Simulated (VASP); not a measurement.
# HgPt3 (Pm-3m) in VASP: single point with LDA

Aim: the single point of HgPt3 with LDA.

All numbers are computed with VASP 6.6.1; they aren't measurements. Logs are shortened: lines on timing, memory, paths and dates and some standing lists are left out, and cuts for length are marked.

### Step 1. The cell of the first run

Symmetry: Pm-3m, No. 221, cubic system. The conventional cell has a = 3.973 Å, b = 3.973 Å, c = 3.973 Å, α = 90.00°, β = 90.00°, γ = 90.00°. Hg (site symmetry m-3m) has 12 Pt at 2.81 Å within 3.7 Å. Within 3.7 Å of Pt (site symmetry 4/mmm) lie 4 Hg at 2.81 Å and 8 Pt at 2.81 Å.

### Step 2. Single point, LDA

INCAR reads:

```
SYSTEM = HgPt3
PREC     = Accurate       ! precision mode
ENCUT    = 570            ! plane-wave cutoff, eV
EDIFF    = 1E-6           ! SCF threshold, eV
ISMEAR   = 0              ! smearing method
SIGMA    = 0.1            ! smearing width, eV
LREAL    = .False.        ! projectors in reciprocal space
LASPH    = .True.         ! aspherical terms in the spheres
NELM     = 120            ! most SCF steps
ALGO     = Normal         ! electronic algorithm
ISIF     = 2              ! what is computed and relaxed
LWAVE    = .False.        ! write WAVECAR
LCHARG   = .True.         ! write CHGCAR
GGA      = CA             ! functional
LELF     = .True.         ! ELF
LVHAR    = .True.       
NBANDS   = 45             ! bands
GGA_COMPAT= .False.
```

KPOINTS reads:

```
Automatic mesh
0
Gamma
  10 10 10
  0 0 0
```

POSCAR reads:

```
HgPt3
1.0
    3.9726881452      0.0000000000      0.0000000000
    0.0000000000      3.9726881452      0.0000000000
    0.0000000000      0.0000000000      3.9726881452
Hg Pt
1 3
Direct
    0.0000000000      0.0000000000      0.0000000000
    0.0000000000      0.5000000000      0.5000000000
    0.5000000000      0.5000000000      0.0000000000
    0.5000000000      0.0000000000      0.5000000000
```

Potentials or basis: VASP PAW LDA potentials, release 64 (Hg_sv_GW, Pt_sv_GW).

Started as:

```
cat potpaw_LDA.64/Hg_sv_GW/POTCAR potpaw_LDA.64/Pt_sv_GW/POTCAR > POTCAR
mpirun -np 1 vasp_std > vasp.out
```

OUTCAR:

```text
SYSTEM = HgPt3
   PREC = Accurate
   ENCUT = 570
   EDIFF = 1E-6
   ISMEAR = 0
   LREAL = .False.
   LASPH = .True.
   NELM = 120
   ISIF = 2
   GGA = CA

 ion  position               nearest neighbor table
   1  0.000  0.000  0.000-   2 2.81   3 2.81   4 2.81   2 2.81   4 2.81   2 2.81   3 2.81   2 2.81
                             3 2.81   4 2.81   4 2.81   3 2.81
   2  0.000  0.500  0.500-   1 2.81   3 2.81   4 2.81   1 2.81   3 2.81   1 2.81   4 2.81   1 2.81
                             3 2.81   4 2.81   3 2.81   4 2.81
   3  0.500  0.500  0.000-   1 2.81   2 2.81   4 2.81   2 2.81   4 2.81   1 2.81   4 2.81   4 2.81
                             1 2.81   2 2.81   2 2.81   1 2.81
   4  0.500  0.000  0.500-   1 2.81   2 2.81   3 2.81   1 2.81   3 2.81   2 2.81   3 2.81   3 2.81
                             1 2.81   2 2.81   1 2.81   2 2.81

  LATTYP: Found a simple cubic cell.
 ALAT       =     3.9726881452

  Lattice vectors:

 A1 = (   3.9726881452,   0.0000000000,   0.0000000000)
 A2 = (   0.0000000000,   3.9726881452,   0.0000000000)
 A3 = (   0.0000000000,   0.0000000000,   3.9726881452)

Analysis of symmetry for initial positions (statically):
=====================================================================
 Subroutine PRICEL returns:
 Original cell was already a primitive cell.

 Routine SETGRP: Setting up the symmetry group for a
 simple cubic supercell.

 Subroutine GETGRP returns: Found 48 space group operations
 (whereof 48 operations were pure point group operations)
 out of a pool of 48 trial point group operations.

The static configuration has the point symmetry O_h .

Analysis of symmetry for dynamics (positions and initial velocities):
=====================================================================
 Subroutine PRICEL returns:
 Original cell was already a primitive cell.

 Routine SETGRP: Setting up the symmetry group for a
 simple cubic supercell.

 Subroutine GETGRP returns: Found 48 space group operations
 (whereof 48 operations were pure point group operations)
 out of a pool of 48 trial point group operations.

The dynamic configuration has the point symmetry O_h .

 Subroutine INISYM returns: Found 48 space group operations
 (whereof 48 operations are pure point group operations),
 and found     1 'primitive' translations

----------------------------------------------------------------------------------------

                                     Primitive cell

  volume of cell :      62.6980

  direct lattice vectors                    reciprocal lattice vectors
     3.972688145  0.000000000  0.000000000     0.251718726  0.000000000  0.000000000
     0.000000000  3.972688145  0.000000000     0.000000000  0.251718726  0.000000000
     0.000000000  0.000000000  3.972688145     0.000000000  0.000000000  0.251718726

  length of vectors
     3.972688145  3.972688145  3.972688145     0.251718726  0.251718726  0.251718726

  position of ions in fractional coordinates (direct lattice)
     0.000000000  0.000000000  0.000000000
     0.000000000  0.500000000  0.500000000
     0.500000000  0.500000000  0.000000000
     0.500000000  0.000000000  0.500000000

  ion indices of the primitive-cell ions
   primitive index   ion index
                 1           1
                 2           2
                 3           3
                 4           4

----------------------------------------------------------------------------------------

 KPOINTS: Automatic mesh

Automatic generation of k-mesh.
 Grid dimensions read from file:
 generate k-points for:   10   10   10

 Generating k-lattice:

  Cartesian coordinates                     Fractional coordinates (reciprocal lattice)
     0.025171873  0.000000000  0.000000000     0.100000000  0.000000000  0.000000000
     0.000000000  0.025171873  0.000000000     0.000000000  0.100000000  0.000000000
     0.000000000  0.000000000  0.025171873     0.000000000  0.000000000  0.100000000

  Length of vectors
     0.025171873  0.025171873  0.025171873

  Shift w.r.t. Gamma in fractional coordinates (k-lattice)
     0.000000000  0.000000000  0.000000000

 Subroutine IBZKPT returns following result:
 ===========================================

 Found     56 irreducible k-points:

 Following reciprocal coordinates:
            Coordinates               Weight
  0.000000  0.000000  0.000000      1.000000
  0.100000  0.000000  0.000000      6.000000
  0.200000  0.000000  0.000000      6.000000
  0.300000  0.000000  0.000000      6.000000
  0.400000  0.000000  0.000000      6.000000
  0.500000  0.000000  0.000000      3.000000
[... 16 lines left out ...]
  0.200000  0.100000  0.100000     24.000000
  0.300000  0.100000  0.100000     24.000000
 [... further k-points ...]
   k-points           NKPTS =     56   k-points in BZ     NKDIM =     56   number of bands    NBANDS=     45
   number of dos      NEDOS =    301   number of ions     NIONS =      4
   total plane-waves  NPLWV =  32768
   dimension x,y,z NGX =    32 NGY =   32 NGZ =   32
   dimension x,y,z NGXF=    64 NGYF=   64 NGZF=   64
   ions per type =               1   3
   NGX,Y,Z   is equivalent  to a cutoff of  13.39, 13.39, 13.39 a.u.
   NGXF,Y,Z  is equivalent  to a cutoff of  26.78, 26.78, 26.78 a.u.
 SYSTEM =  HgPt3
   PREC   = accura    normal or accurate (medium, high low for compatibility)
   ISTART =      0    job   : 0-new  1-cont  2-samecut
   ICHARG =      2    charge: 1-file 2-atom 10-const
   ISPIN  =      1    spin polarized calculation?
   LNONCOLLINEAR =      F non collinear calculations
   LSORBIT =      F    spin-orbit coupling
   LASPH  =      T    aspherical Exc in radial PAW
   ENCUT  =  570.0 eV  41.89 Ry    6.47 a.u.   7.73  7.73  7.73*2*pi/ulx,y,z
   NELM   =    120;   NELMIN=  2; NELMDL= -5     # of ELM steps
   EDIFF  = 0.1E-05   stopping-criterion for ELM
   LREAL  =      F    real-space projection
   EDIFFG = 0.1E-04   stopping-criterion for IOM
   NSW    =      0    number of steps for IOM
   IBRION =     -1    ionic relax: 0-MD 1-quasi-New 2-CG
   NFREE  =      0    steps in history (QN), initial steepest desc. (CG)
   ISIF   =      2    stress and relaxation
   ISYM   =      2    0-nonsym 1-usesym 2-fastsym
   POTIM  = 0.5000    time-step for ionic-motion
   TEBEG  =    0.0;   TEEND  =   0.0 temperature during run
   PSTRESS=    0.0 pullay stress
   NELECT =      74.0000    total number of electrons
   NUPDOWN=      -1.0000    fix difference up-down
   EMIN   =  10.00;   EMAX   =-10.00  energy-range for DOS
   EFERMI =   0.00;   METHOD = LEGACY
   ISMEAR =     0;   SIGMA  =   0.10  broadening in eV -4-tet -1-fermi 0-gaus
   EFERMI_NEDOS =   21; number of points for ismear=-14 and -15
   IALGO  =     38    algorithm
   IMIX   =      4    mixing-type and parameters
     AMIX     =   0.40;   BMIX     =  1.00
     AMIX_MAG =   1.60;   BMIX_MAG =  1.00
  volume/ion in A,a.u.               =      15.67       105.78
  Fermi-wavevector in a.u.,A,eV,Ry     =   1.730086  3.269388 40.724907  2.993196
  Thomas-Fermi vector in A             =   2.804708
   LORBIT       =      0    0 simple, 1 ext, 2 COOP (PROOUT), +10 PAW based schemes
   GGA     = CA    functional components
   LHFCALC =     F    Hartree Fock is set to
   AEXX    =    0.0000 exact exchange contribution
   IVDW    =     0    specifies the selected vdW correction
   LEPSILON=     F    determine dielectric tensor
   LRPA    =     F    only Hartree local field effects (RPA)
 non-spin polarized calculation
 Gauss-broadening in eV      SIGMA  =   0.10
  energy-cutoff  :      570.00
  volume of cell :       62.70
 maximum number of plane-waves:      1960
 NGX is ok and might be reduce to    32
   NGX = 15   NGY = 15   NGZ = 15

 number of electron      74.0000009 magnetization

 Free energy of the ion-electron system (eV)
  ---------------------------------------------------
  ext. energy  EPLUGINS =         0.00000000
  ---------------------------------------------------
  free energy    TOTEN  =       -22.94791514 eV

  energy without entropy =      -22.92951047  energy(sigma->0) =      -22.93871280

 E-fermi :   9.9542     XC(G=0): -14.1530

 val. band max:        9.9428178924   @ k =   0.5000   0.5000   0.3000
 cond. band min:       9.9557363874   @ k =   0.3000   0.2000   0.1000
 fundamental gap:      0.0129184950
 Fermi energy:         9.9541661550

 k-point     1 :       0.0000    0.0000    0.0000
  band No.  band energies     occupation
      1    -104.7102      2.00000
      2     -87.9563      2.00000
      3     -87.9261      2.00000
      4     -87.9261      2.00000
      5     -53.3436      2.00000
      6     -53.3436      2.00000
[... 37 lines left out ...]
     44      20.2581      0.00000
     45      20.2597      0.00000

 k-point     2 :       0.1000    0.0000    0.0000
  band No.  band energies     occupation
      1    -104.7102      2.00000
      2     -87.9551      2.00000
      3     -87.9267      2.00000
      4     -87.9261      2.00000
      5     -53.3436      2.00000
      6     -53.3435      2.00000
[... 37 lines left out ...]
     44      20.2956      0.00000
     45      20.2987      0.00000

 k-point     3 :       0.2000    0.0000    0.0000
  band No.  band energies     occupation
      1    -104.7102      2.00000
      2     -87.9531      2.00000
      3     -87.9288      2.00000
      4     -87.9266      2.00000
      5     -53.3437      2.00000
      6     -53.3435      2.00000
[... 37 lines left out ...]
     44      20.0103      0.00000
     45      20.0679      0.00000

 k-point     4 :       0.3000    0.0000    0.0000
  band No.  band energies     occupation
      1    -104.7102      2.00000
      2     -87.9505      2.00000
      3     -87.9316      2.00000
      4     -87.9267      2.00000
      5     -53.3438      2.00000
      6     -53.3434      2.00000
[... 901 lines left out ...]
     44      20.1617      0.00000
     45      20.5902      0.00000

 k-point    23 :       0.2000    0.1000    0.1000
  band No.  band energies     occupation
      1    -104.7102      2.00000
      2     -87.9519      2.00000
      3     -87.9289      2.00000
      4     -87.9274      2.00000
      5     -53.3437      2.00000
      6     -53.3435      2.00000
[... 37 lines left out ...]
     44      19.9809      0.00000
     45      20.2342      0.00000

 k-point    24 :       0.3000    0.1000    0.1000
  band No.  band energies     occupation
      1    -104.7102      2.00000
      2     -87.9493      2.00000
      3     -87.9317      2.00000
      4     -87.9276      2.00000
      5     -53.3438      2.00000
      6     -53.3435      2.00000
[... 37 lines left out ...]
     44      19.9605      0.00000
     45      20.8429      0.00000

 [... further k-points ...]
[... 5 lines left out ...]
  --------------------------------------------------------------------------------------
  -------------------------------------------------------------------------------------
  Total       -0.0679961     -0.0679961     -0.0679961      0.0000000      0.0000000      0.0000000
  in kB       -1.7375655     -1.7375655     -1.7375655      0.0000000      0.0000000      0.0000000
  external PRESSURE =      -1.7375655 kB  Pullay stress =       0.0000000 kB

 VOLUME and BASIS-vectors are now :
 -----------------------------------------------------------------------------
  energy-cutoff  :      570.00
  volume of cell :       62.70
      direct lattice vectors                 reciprocal lattice vectors
     3.972688145  0.000000000  0.000000000     0.251718726  0.000000000  0.000000000
     0.000000000  3.972688145  0.000000000     0.000000000  0.251718726  0.000000000
     0.000000000  0.000000000  3.972688145     0.000000000  0.000000000  0.251718726

 POSITION                                       TOTAL-FORCE (eV/Angst)
 -----------------------------------------------------------------------------------
      0.00000      0.00000      0.00000         0.000000      0.000000      0.000000
      0.00000      1.98634      1.98634         0.000000      0.000000      0.000000
      1.98634      1.98634      0.00000         0.000000      0.000000      0.000000
      1.98634      0.00000      1.98634         0.000000      0.000000      0.000000
 -----------------------------------------------------------------------------------
    total drift:                                0.000000     -0.000000     -0.000000

  FREE ENERGIE OF THE ION-ELECTRON SYSTEM (eV)
  ---------------------------------------------------
  free  energy   TOTEN  =       -22.9479151446 eV

  energy  without entropy=      -22.9295104654  energy(sigma->0) =      -22.93871280
```

Run time: 60 s. Hardware: 1 thread of Intel Xeon 6975P-C (Granite Rapids), shared host; peak memory 0.29 GiB.

What came out:

| Item | Value |
| --- | --- |
| Free energy | -22.9479 eV |
| Pressure | -0.2 GPa |
| Band gap on the k mesh | zero (bands 37 and 38 overlap by 0.95 eV) |

Levels at points of the mesh, in eV from the Fermi level:
| k point | band 35 | band 36 | band 37 | band 38 | band 39 | band 40 |
| --- | --- | --- | --- | --- | --- | --- |
| (0.00, 0.00, 0.00) | 0.57 | 0.57 | 0.57 | 1.16 | 1.16 | 1.16 |
| (0.50, 0.00, 0.00) | -1.85 | -1.36 | -0.68 | 0.57 | 5.00 | 6.78 |
| (0.50, 0.50, 0.00) | -1.56 | -1.54 | -0.23 | 0.33 | 1.74 | 1.74 |
| (0.50, 0.50, 0.50) | -1.01 | -1.01 | -0.27 | 0.13 | 0.13 | 0.13 |

Caveat: spin-orbit coupling is left out, which moves the levels of the heavy elements.
